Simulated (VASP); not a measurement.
# Sn (Im-3m) in VASP: single point with PBE

Aim: the single point of Sn with PBE.

Program: VASP 6.6.1. These are calculated values, not measurements. Logs are shortened: lines on timing, memory, paths and dates and some standing lists are left out, and cuts for length are marked.

## 1. The cell of the first run

Symmetry: Im-3m, No. 229, cubic system. Conventional cell: a = 3.974 Å, b = 3.974 Å, c = 3.974 Å, α = 90.00°, β = 90.00°, γ = 90.00°. Within 4.5 Å of Sn (site symmetry m-3m) lie 14 Sn at 3.44 to 3.97 Å.

## 2. Single point, PBE (strained)

INCAR reads:

```
PREC = Accurate ; ENCUT = 520
EDIFF = 1E-6 ; ISMEAR = 0
SIGMA = 0.1 ; LREAL = F
LASPH = T ; NELM = 100
ALGO = Normal ; ISIF = 2
LWAVE = F ; LCHARG = F
GGA = PE ; NBANDS = 13
```

KPOINTS reads:

```
regular mesh
0
Gamma
  16 16 16
```

POSCAR reads:

```
Sn
1.0
   -1.9868266302      1.9868266302      1.9868266302
    1.9868266302     -1.9868266302      1.9868266302
    1.9868266302      1.9868266302     -1.9868266302
Sn
1
Direct
    0.0000000000      0.0000000000      0.0000000000
```

Potentials or basis: VASP PAW PBE potentials, release 64 (Sn_d).

Command:

```console
$ cat potpaw_PBE.64/Sn_d/POTCAR > POTCAR
$ mpirun -np 1 vasp_std > vasp.out
```

OUTCAR:

```text
PREC = Accurate
   ENCUT = 520
   EDIFF = 1E-6
   ISMEAR = 0
   LREAL = F
   LASPH = T
   NELM = 100
   ISIF = 2
   GGA = PE

 ion  position               nearest neighbor table
   1  0.000  0.000  0.000-

  LATTYP: Found a body centered cubic cell.
 ALAT       =     3.9736532604

  Lattice vectors:

 A1 = (  -1.9868266302,   1.9868266302,   1.9868266302)
 A2 = (   1.9868266302,  -1.9868266302,   1.9868266302)
 A3 = (   1.9868266302,   1.9868266302,  -1.9868266302)

Analysis of symmetry for initial positions (statically):
=====================================================================
 Subroutine PRICEL returns:
 Original cell was already a primitive cell.

 Routine SETGRP: Setting up the symmetry group for a
 body centered cubic supercell.

 Subroutine GETGRP returns: Found 48 space group operations
 (whereof 48 operations were pure point group operations)
 out of a pool of 48 trial point group operations.

The static configuration has the point symmetry O_h .

Analysis of symmetry for dynamics (positions and initial velocities):
=====================================================================
 Subroutine PRICEL returns:
 Original cell was already a primitive cell.

 Routine SETGRP: Setting up the symmetry group for a
 body centered cubic supercell.

 Subroutine GETGRP returns: Found 48 space group operations
 (whereof 48 operations were pure point group operations)
 out of a pool of 48 trial point group operations.

The dynamic configuration has the point symmetry O_h .

 Subroutine INISYM returns: Found 48 space group operations
 (whereof 48 operations are pure point group operations),
 and found     1 'primitive' translations

----------------------------------------------------------------------------------------

                                     Primitive cell

  volume of cell :      31.3718

  direct lattice vectors                    reciprocal lattice vectors
    -1.986826630  1.986826630  1.986826630     0.000000000  0.251657589  0.251657589
     1.986826630 -1.986826630  1.986826630     0.251657589  0.000000000  0.251657589
     1.986826630  1.986826630 -1.986826630     0.251657589  0.251657589  0.000000000

  length of vectors
     3.441284669  3.441284669  3.441284669     0.355897576  0.355897576  0.355897576

  position of ions in fractional coordinates (direct lattice)
     0.000000000  0.000000000  0.000000000

  ion indices of the primitive-cell ions
   primitive index   ion index
[... 76 lines left out ...]
   NSW    =      0    number of steps for IOM
   IBRION =     -1    ionic relax: 0-MD 1-quasi-New 2-CG
   NFREE  =      0    steps in history (QN), initial steepest desc. (CG)
   ISIF   =      2    stress and relaxation
   ISYM   =      2    0-nonsym 1-usesym 2-fastsym
   POTIM  = 0.5000    time-step for ionic-motion
   TEBEG  =    0.0;   TEEND  =   0.0 temperature during run
   PSTRESS=    0.0 pullay stress
   NELECT =      14.0000    total number of electrons
   NUPDOWN=      -1.0000    fix difference up-down
   EMIN   =  10.00;   EMAX   =-10.00  energy-range for DOS
   EFERMI =   0.00;   METHOD = LEGACY
   ISMEAR =     0;   SIGMA  =   0.10  broadening in eV -4-tet -1-fermi 0-gaus
   EFERMI_NEDOS =   21; number of points for ismear=-14 and -15
   IALGO  =     38    algorithm
   IMIX   =      4    mixing-type and parameters
     AMIX     =   0.40;   BMIX     =  1.00
     AMIX_MAG =   1.60;   BMIX_MAG =  1.00
  volume/ion in A,a.u.               =      31.37       211.71
  Fermi-wavevector in a.u.,A,eV,Ry     =   1.251039  2.364121 21.294461  1.565099
  Thomas-Fermi vector in A             =   2.385005
   LORBIT       =      0    0 simple, 1 ext, 2 COOP (PROOUT), +10 PAW based schemes
   GGA     = PE    functional components
   LHFCALC =     F    Hartree Fock is set to
   AEXX    =    0.0000 exact exchange contribution
   IVDW    =     0    specifies the selected vdW correction
   LEPSILON=     F    determine dielectric tensor
   LRPA    =     F    only Hartree local field effects (RPA)
 non-spin polarized calculation
 Gauss-broadening in eV      SIGMA  =   0.10
  energy-cutoff  :      520.00
  volume of cell :       31.37
 maximum number of plane-waves:       887
 NGX is ok and might be reduce to    28
   NGX = 13   NGY = 13   NGZ = 13

 number of electron      13.9999992 magnetization

 Free energy of the ion-electron system (eV)
  ---------------------------------------------------
  ext. energy  EPLUGINS =         0.00000000
  ---------------------------------------------------
  free energy    TOTEN  =        -3.71890981 eV

  energy without entropy =       -3.71573316  energy(sigma->0) =       -3.71732149

 E-fermi :   6.4992     XC(G=0):  -9.7127

 val. band max:        6.4930747937   @ k =   0.2500   0.2500   0.0000
 cond. band min:       6.5141288749   @ k =  -0.3750   0.4375   0.3125
 fundamental gap:      0.0210540812
 Fermi energy:         6.4991759700

 k-point     1 :       0.0000    0.0000    0.0000
  band No.  band energies     occupation
      1     -15.0460      2.00000
      2     -15.0460      2.00000
      3     -15.0460      2.00000
      4     -14.9576      2.00000
      5     -14.9576      2.00000
      6      -3.6546      2.00000
      7      13.1948      0.00000
      8      13.1948      0.00000
      9      13.1948      0.00000
     10      18.2146      0.00000
     11      18.2151      0.00000
     12      18.2240      0.00000
     13      18.2597      0.00000
[... 354 lines left out ...]
  band No.  band energies     occupation
      1     -15.0544      2.00000
      2     -15.0185      2.00000
      3     -14.9714      2.00000
      4     -14.9664      2.00000
      5     -14.9359      2.00000
      6      -0.9637      2.00000
      7       5.4510      2.00000
      8       7.6056      0.00000
      9      10.7468      0.00000
     10      15.3873      0.00000
     11      16.6434      0.00000
     12      19.0326      0.00000
     13      21.2875      0.00000

 [... further k-points ...]
[... 5 lines left out ...]
  --------------------------------------------------------------------------------------
  -------------------------------------------------------------------------------------
  Total       -0.8753572     -0.8753572     -0.8753572      0.0000000      0.0000000     -0.0000000
  in kB      -44.7049898    -44.7049898    -44.7049898      0.0000000      0.0000000     -0.0000000
  external PRESSURE =     -44.7049898 kB  Pullay stress =       0.0000000 kB

 VOLUME and BASIS-vectors are now :
 -----------------------------------------------------------------------------
  energy-cutoff  :      520.00
  volume of cell :       31.37
      direct lattice vectors                 reciprocal lattice vectors
    -1.986826630  1.986826630  1.986826630     0.000000000  0.251657589  0.251657589
     1.986826630 -1.986826630  1.986826630     0.251657589  0.000000000  0.251657589
     1.986826630  1.986826630 -1.986826630     0.251657589  0.251657589  0.000000000

 POSITION                                       TOTAL-FORCE (eV/Angst)
 -----------------------------------------------------------------------------------
      0.00000      0.00000      0.00000         0.000000     -0.000000      0.000000
 -----------------------------------------------------------------------------------
    total drift:                               -0.000000     -0.000000     -0.000000

  FREE ENERGIE OF THE ION-ELECTRON SYSTEM (eV)
  ---------------------------------------------------
  free  energy   TOTEN  =        -3.7189098149 eV

  energy  without entropy=       -3.7157331591  energy(sigma->0) =       -3.71732149
```

OSZICAR:

```text
N       E                     dE             d eps       ncg     rms          rms(c)
DAV:   1     0.807694125045E+02    0.80769E+02   -0.71824E+03  3878   0.153E+03
DAV:   2     0.215774368177E+01   -0.78612E+02   -0.76428E+02  4010   0.334E+02
DAV:   3    -0.359710312704E+01   -0.57548E+01   -0.57350E+01  4495   0.743E+01
DAV:   4    -0.372348512915E+01   -0.12638E+00   -0.12636E+00  4491   0.119E+01
DAV:   5    -0.372825414174E+01   -0.47690E-02   -0.47689E-02  4995   0.222E+00    0.102E+00
DAV:   6    -0.372092684491E+01    0.73273E-02   -0.97746E-03  4756   0.155E+00    0.568E-01
DAV:   7    -0.371895970739E+01    0.19671E-02   -0.66349E-03  4763   0.120E+00    0.835E-02
DAV:   8    -0.371890591991E+01    0.53787E-04   -0.67323E-04  4580   0.419E-01    0.220E-02
DAV:   9    -0.371890742965E+01   -0.15097E-05   -0.11578E-05  4862   0.412E-02    0.155E-02
DAV:  10    -0.371890974824E+01   -0.23186E-05   -0.38554E-06  4560   0.200E-02    0.142E-03
DAV:  11    -0.371890981490E+01   -0.66669E-07   -0.11498E-07  2665   0.523E-03
   1 F= -.37189098E+01 E0= -.37173215E+01  d E =-.317666E-02
```

Run time: 34 s. Hardware: 1 thread of Intel Xeon Platinum 8375C at 2.90GHz (Ice Lake), shared host; peak memory 0.19 GiB.

What came out:

- Free energy: -3.7189 eV
- Pressure: -4.5 GPa
- Band gap on the k mesh: zero (band 7 reaches 13.19 eV, above the bottom of band 8 at 4.52 eV)

Caveat: the cell differs from its parent crystal (strained); spin-orbit coupling is left out, which moves the levels of the heavy elements.
